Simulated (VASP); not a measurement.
# Ge (C2/c) in VASP: single point with revPBE

Aim: the single point of Ge with revPBE.

All numbers are computed with VASP 6.6.1; they aren't measurements. Logs are shortened: lines on timing, memory, paths and dates and some standing lists are left out, and cuts for length are marked.

### 1 The cell of the first run

It takes space group C2/c (No. 15, monoclinic). Conventional cell: a = 2.991 Å, b = 7.654 Å, c = 4.125 Å, α = 90.00°, β = 111.09°, γ = 90.00°. Within 3.7 Å of Ge (site symmetry 2) lie 10 Ge at 2.81 to 3.52 Å.

### 2 Single point, revPBE (22.02 Å³/atom)

The input, INCAR:

```
PREC     = Accurate       # precision mode
ENCUT    = 520            # plane-wave cutoff, eV
EDIFF    = 1E-6           # SCF threshold, eV
ISMEAR   = -1             # smearing method
SIGMA    = 0.1            # smearing width, eV
LREAL    = False          # projectors in reciprocal space
LASPH    = True           # aspherical terms in the spheres
NELM     = 60             # most SCF steps
ALGO     = Normal         # electronic algorithm
ISIF     = 2              # what is computed and relaxed
LWAVE    = False          # write WAVECAR
LCHARG   = False          # write CHGCAR
GGA      = RE             # functional
NBANDS   = 21             # bands
```

The input, KPOINTS:

```
regular mesh
0
Gamma
  14 14 10
```

The input, POSCAR:

```
Ge
1.0
   -2.7044957904      2.7074285087      1.4953107756
    2.7074285087     -2.7044957904      1.4953107756
    2.7199296219      2.7199296219     -1.4899394966
Ge
2
Direct
    0.9999091455      0.0000908545      1.0000000000
    0.7500908545      0.2499091455      0.5000000000
```

Potentials or basis: VASP PAW PBE potentials, release 64 (Ge_d).

Launch:

```sh
> cat potpaw_PBE.64/Ge_d/POTCAR > POTCAR
> mpirun -np 1 vasp_std > vasp.out
```

OUTCAR:

```text
PREC = Accurate
   ENCUT = 520
   EDIFF = 1E-6
   ISMEAR = -1
   LREAL = False
   LASPH = True
   NELM = 60
   ISIF = 2
   GGA = RE

 ion  position               nearest neighbor table
   1  1.000  0.000  0.000-   2 2.81   2 2.81   2 2.82   2 2.82
   2  0.750  0.250  0.500-   1 2.81   1 2.81   1 2.82   1 2.82

  LATTYP: Found a base centered monoclinic cell.
 ALAT       =     2.9906244271
 B/A-ratio  =     2.5592035807
 C/A-ratio  =     1.3793239436
 COS(beta)  =    -0.3599004077

  Lattice vectors:

 A1 = (  -2.7044957904,   2.7074285087,   1.4953107756)
 A2 = (   2.7074285087,  -2.7044957904,   1.4953107756)
 A3 = (   2.7199296219,   2.7199296219,  -1.4899394966)

Analysis of symmetry for initial positions (statically):
=====================================================================
 Subroutine PRICEL returns:
 Original cell was already a primitive cell.

 Routine SETGRP: Setting up the symmetry group for a
 base centered monoclinic supercell.

 Subroutine GETGRP returns: Found  4 space group operations
 (whereof  2 operations were pure point group operations)
 out of a pool of  4 trial point group operations.

The static configuration has the point symmetry C_2 .
 The point group associated with its full space group is C_2h.

Analysis of symmetry for dynamics (positions and initial velocities):
=====================================================================
 Subroutine PRICEL returns:
 Original cell was already a primitive cell.

 Routine SETGRP: Setting up the symmetry group for a
 base centered monoclinic supercell.

 Subroutine GETGRP returns: Found  4 space group operations
 (whereof  2 operations were pure point group operations)
 out of a pool of  4 trial point group operations.

The dynamic configuration has the point symmetry C_2 .
 The point group associated with its full space group is C_2h.

 Subroutine INISYM returns: Found  4 space group operations
 (whereof  2 operations are pure point group operations),
 and found     1 'primitive' translations

----------------------------------------------------------------------------------------

                                     Primitive cell

  volume of cell :      44.0458

  direct lattice vectors                    reciprocal lattice vectors
    -2.704495790  2.707428509  1.495310776    -0.000853771  0.183923389  0.334199126
     2.707428509 -2.704495790  1.495310776     0.183923389 -0.000853771  0.334199126
     2.719929622  2.719929622 -1.489939497     0.183729590  0.183729590 -0.000360345

  length of vectors
     4.108578942  4.108578942  4.125039879     0.381467689  0.381467689  0.259833128

  position of ions in fractional coordinates (direct lattice)
     0.999909145  0.000090855  0.000000000
     0.750090855  0.249909145  0.500000000

  ion indices of the primitive-cell ions
   primitive index   ion index
                 1           1
                 2           2

----------------------------------------------------------------------------------------

 KPOINTS: regular mesh

Automatic generation of k-mesh.
 Grid dimensions read from file:
 generate k-points for:   14   14   10

 Generating k-lattice:

  Cartesian coordinates                     Fractional coordinates (reciprocal lattice)
    -0.000060984  0.013137385  0.023871366     0.071428571 -0.000000000  0.000000000
     0.013137385 -0.000060984  0.023871366    -0.000000000  0.071428571  0.000000000
     0.018372959  0.018372959 -0.000036034     0.000000000  0.000000000  0.100000000

  Length of vectors
     0.027247692  0.027247692  0.025983313

  Shift w.r.t. Gamma in fractional coordinates (k-lattice)
     0.000000000  0.000000000  0.000000000

 Subroutine IBZKPT returns following result:
 ===========================================

 Found    534 irreducible k-points:

 Following reciprocal coordinates:
            Coordinates               Weight
  0.000000  0.000000  0.000000      1.000000
  0.071429  0.000000  0.000000      4.000000
  0.142857  0.000000  0.000000      4.000000
  0.214286  0.000000  0.000000      4.000000
  0.285714  0.000000  0.000000      4.000000
  0.357143  0.000000  0.000000      4.000000
[... 16 lines left out ...]
  0.214286  0.142857  0.000000      4.000000
  0.285714  0.142857  0.000000      4.000000
 [... further k-points ...]
   k-points           NKPTS =    534   k-points in BZ     NKDIM =    534   number of bands    NBANDS=     21
   number of dos      NEDOS =    301   number of ions     NIONS =      2
   total plane-waves  NPLWV =  32768
   dimension x,y,z NGX =    32 NGY =   32 NGZ =   32
   dimension x,y,z NGXF=    64 NGYF=   64 NGZF=   64
   ions per type =               2
   NGX,Y,Z   is equivalent  to a cutoff of  12.95, 12.95, 12.90 a.u.
   NGXF,Y,Z  is equivalent  to a cutoff of  25.90, 25.90, 25.79 a.u.
 SYSTEM =  unknown system
   PREC   = accura    normal or accurate (medium, high low for compatibility)
   ISTART =      0    job   : 0-new  1-cont  2-samecut
   ICHARG =      2    charge: 1-file 2-atom 10-const
   ISPIN  =      1    spin polarized calculation?
   LNONCOLLINEAR =      F non collinear calculations
   LSORBIT =      F    spin-orbit coupling
   LASPH  =      T    aspherical Exc in radial PAW
   ENCUT  =  520.0 eV  38.22 Ry    6.18 a.u.   7.64  7.64  7.67*2*pi/ulx,y,z
   NELM   =     60;   NELMIN=  2; NELMDL= -5     # of ELM steps
   EDIFF  = 0.1E-05   stopping-criterion for ELM
   LREAL  =      F    real-space projection
   EDIFFG = 0.1E-04   stopping-criterion for IOM
   NSW    =      0    number of steps for IOM
   IBRION =     -1    ionic relax: 0-MD 1-quasi-New 2-CG
   NFREE  =      0    steps in history (QN), initial steepest desc. (CG)
   ISIF   =      2    stress and relaxation
   ISYM   =      2    0-nonsym 1-usesym 2-fastsym
   POTIM  = 0.5000    time-step for ionic-motion
   TEBEG  =    0.0;   TEEND  =   0.0 temperature during run
   PSTRESS=    0.0 pullay stress
   NELECT =      28.0000    total number of electrons
   NUPDOWN=      -1.0000    fix difference up-down
   EMIN   =  10.00;   EMAX   =-10.00  energy-range for DOS
   EFERMI =   0.00;   METHOD = LEGACY
   ISMEAR =    -1;   SIGMA  =   0.10  broadening in eV -4-tet -1-fermi 0-gaus
   EFERMI_NEDOS =   21; number of points for ismear=-14 and -15
   IALGO  =     38    algorithm
   IMIX   =      4    mixing-type and parameters
     AMIX     =   0.40;   BMIX     =  1.00
     AMIX_MAG =   1.60;   BMIX_MAG =  1.00
  volume/ion in A,a.u.               =      22.02       148.62
  Fermi-wavevector in a.u.,A,eV,Ry     =   1.407644  2.660061 26.959420  1.981461
  Thomas-Fermi vector in A             =   2.529882
   LORBIT       =      0    0 simple, 1 ext, 2 COOP (PROOUT), +10 PAW based schemes
   GGA     = RE    functional components
   LHFCALC =     F    Hartree Fock is set to
   AEXX    =    0.0000 exact exchange contribution
   IVDW    =     0    specifies the selected vdW correction
   LEPSILON=     F    determine dielectric tensor
   LRPA    =     F    only Hartree local field effects (RPA)
 non-spin polarized calculation
  energy-cutoff  :      520.00
  volume of cell :       44.05
 maximum number of plane-waves:      1205
   NGX = 15   NGY = 15   NGZ = 15

 number of electron      28.0000005 magnetization

 Free energy of the ion-electron system (eV)
  ---------------------------------------------------
  ext. energy  EPLUGINS =         0.00000000
  ---------------------------------------------------
  free energy    TOTEN  =        -7.88073729 eV

  energy without entropy =       -7.84594192  energy(sigma->0) =       -7.86333960

 E-fermi :   5.0818     XC(G=0): -10.3932

 val. band max:        5.0787168382   @ k =   0.3571   0.0000   0.1000
 cond. band min:       5.0820858290   @ k =  -0.2143   0.4286   0.3000
 fundamental gap:      0.0033689907
 Fermi energy:         5.0817737070

 k-point     1 :       0.0000    0.0000    0.0000
  band No.  band energies     occupation
      1     -19.5764      2.00000
      2     -19.5527      2.00000
      3     -19.5300      2.00000
      4     -19.5260      2.00000
      5     -19.4753      2.00000
      6     -19.4751      2.00000
[... 13 lines left out ...]
     20      15.9505      0.00000
     21      16.8001      0.00000

 k-point     2 :       0.0714    0.0000    0.0000
  band No.  band energies     occupation
      1     -19.5753      2.00000
      2     -19.5489      2.00000
      3     -19.5256      2.00000
      4     -19.5245      2.00000
      5     -19.4778      2.00000
      6     -19.4773      2.00000
[... 13 lines left out ...]
     20      15.9460      0.00000
     21      16.8135      0.00000

 k-point     3 :       0.1429    0.0000    0.0000
  band No.  band energies     occupation
      1     -19.5718      2.00000
      2     -19.5389      2.00000
      3     -19.5206      2.00000
      4     -19.5149      2.00000
      5     -19.4837      2.00000
      6     -19.4796      2.00000
[... 13 lines left out ...]
     20      14.9692      0.00000
     21      15.5369      0.00000

 k-point     4 :       0.2143    0.0000    0.0000
  band No.  band energies     occupation
      1     -19.5665      2.00000
      2     -19.5264      2.00000
      3     -19.5151      2.00000
      4     -19.5057      2.00000
      5     -19.4908      2.00000
      6     -19.4773      2.00000
[... 13 lines left out ...]
     20      13.8862      0.00000
     21      15.0248      0.00000

 k-point     5 :       0.2857    0.0000    0.0000
  band No.  band energies     occupation
      1     -19.5606      2.00000
      2     -19.5172      2.00000
      3     -19.5112      2.00000
      4     -19.5060      2.00000
      5     -19.4955      2.00000
      6     -19.4822      2.00000
[... 13 lines left out ...]
     20      13.1177      0.00000
     21      15.2413      0.00000
[... 382 lines left out ...]
     20      16.2480      0.00000
     21      16.6748      0.00000

 k-point    22 :       0.1429    0.1429    0.0000
  band No.  band energies     occupation
      1     -19.5645      2.00000
      2     -19.5168      2.00000
      3     -19.5123      2.00000
      4     -19.4976      2.00000
      5     -19.4912      2.00000
      6     -19.4869      2.00000
[... 13 lines left out ...]
     20      13.5497      0.00000
     21      13.9621      0.00000

 k-point    23 :       0.2143    0.1429    0.0000
  band No.  band energies     occupation
      1     -19.5604      2.00000
      2     -19.5182      2.00000
      3     -19.5078      2.00000
      4     -19.4992      2.00000
      5     -19.4944      2.00000
      6     -19.4903      2.00000
[... 13 lines left out ...]
     20      13.2564      0.00000
     21      14.2589      0.00000

 k-point    24 :       0.2857    0.1429    0.0000
  band No.  band energies     occupation
      1     -19.5572      2.00000
      2     -19.5218      2.00000
      3     -19.5084      2.00000
      4     -19.5031      2.00000
      5     -19.4950      2.00000
      6     -19.4882      2.00000
[... 13 lines left out ...]
     20      14.0281      0.00000
     21      15.0624      0.00000

 [... further k-points ...]

------------------------ aborting loop because EDIFF is reached ----------------------------------------

  FORCE on cell =-STRESS in cart. coord.  units (eV):
  Direction    XX          YY          ZZ          XY          YZ          ZX
  --------------------------------------------------------------------------------------
  -------------------------------------------------------------------------------------
  Total       -1.6271231     -1.6271231     -1.4817224     -0.0786872     -0.0104027     -0.0104028
  in kB      -59.1870819    -59.1870819    -53.8980895     -2.8622707     -0.3784027     -0.3784045
  external PRESSURE =     -57.4240844 kB  Pullay stress =       0.0000000 kB

 VOLUME and BASIS-vectors are now :
 -----------------------------------------------------------------------------
  energy-cutoff  :      520.00
  volume of cell :       44.05
      direct lattice vectors                 reciprocal lattice vectors
    -2.704495790  2.707428509  1.495310776    -0.000853771  0.183923389  0.334199126
     2.707428509 -2.704495790  1.495310776     0.183923389 -0.000853771  0.334199126
     2.719929622  2.719929622 -1.489939497     0.183729590  0.183729590 -0.000360345

 POSITION                                       TOTAL-FORCE (eV/Angst)
 -----------------------------------------------------------------------------------
     -2.70400      2.70694      1.49531        -0.001082      0.001082     -0.000000
      0.00796      2.71490      0.75034         0.001082     -0.001082      0.000000
 -----------------------------------------------------------------------------------
    total drift:                               -0.000000     -0.000000      0.000000

  FREE ENERGIE OF THE ION-ELECTRON SYSTEM (eV)
  ---------------------------------------------------
  free  energy   TOTEN  =        -7.8807372860 eV

  energy  without entropy=       -7.8459419206  energy(sigma->0) =       -7.86333960
```

Run time: 7 min. Hardware: 1 thread of AMD EPYC 7R43 (Zen 3), shared host; peak memory 0.44 GiB.

What came out:

```
Free energy            : -7.8807 eV
Pressure               : -5.7 GPa
Band gap on the k mesh : zero (bands 14 and 15 overlap by 4.21 eV)
```

Stress tensor (GPa, compression positive):
```
-5.92 -0.29 -0.04
-0.29 -5.92 -0.04
-0.04 -0.04 -5.39
```

Levels at points of the mesh, in eV from the Fermi level:
```tsv
k point	band 12	band 13	band 14	band 15	band 16	band 17
(0.00, 0.00, 0.00)	-4.40	-1.84	-1.76	3.70	6.64	6.67
(0.50, 0.00, 0.00)	-5.87	-2.65	-1.53	-1.07	2.69	3.10
(0.50, 0.50, 0.00)	-9.51	0.71	0.73	1.64	1.64	6.28
(0.00, 0.00, 0.50)	-9.53	0.78	0.78	1.72	1.72	6.33
(0.50, 0.00, 0.50)	-5.88	-2.65	-1.54	-1.08	2.68	3.05
(0.50, 0.50, 0.50)	-8.28	-4.82	-4.82	5.20	5.20	9.37
```

Caveat: the cell stands under tension; the PAW data sets were made with another functional, which shifts forces and pressure a little.
